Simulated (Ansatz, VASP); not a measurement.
CoO in VASP and in Ansatz

```
Co O
1.0
    -1.44061    1.44061    2.03701
     1.44061   -1.44061    2.03701
     1.44061    1.44061   -2.03701
Co O
1 1
Cartesian
  0.0000 0.0000 0.0000
  0.0000 0.0000 2.0370
```

Alike in both runs: functional LDA; k mesh 20 × 20 × 20; occupations gaussian, width 0.1 eV; collinear spin.

Ansatz relaxed the structure, and its values are those at the end. VASP's run is a single point on that final structure, the one shown.

```csv
,VASP,Ansatz
version,VASP 6.6.1,Ansatz 0.2.0
potentials or method,"VASP PAW LDA potentials, release 64 (Co, O), cutoff 520 eV","scalar-relativistic, plane waves, PAW"
valence electrons in the cell,15,23
```

```tsv
	VASP	Ansatz	Ansatz less VASP
gap on the k mesh at the Fermi level (eV)	none	none	-
pressure (GPa)	-2.0	0.0	+1.93
net moment per atom (μB)	0.99	1.08	+0.090
size of the moment on the site where the two differ most (μB)	1.78	1.85	+0.068
```

LDA's correlation is that of Perdew and Zunger in VASP and of Perdew and Wang (1992) in Ansatz. Site moments also hang on the region over which each program counts them. A gap of «none» marks a metal or a gap that the smearing closes. VASP's potentials hold 15 valence electrons a cell and Ansatz's 23, so a difference there can come from the potentials and not from the codes.
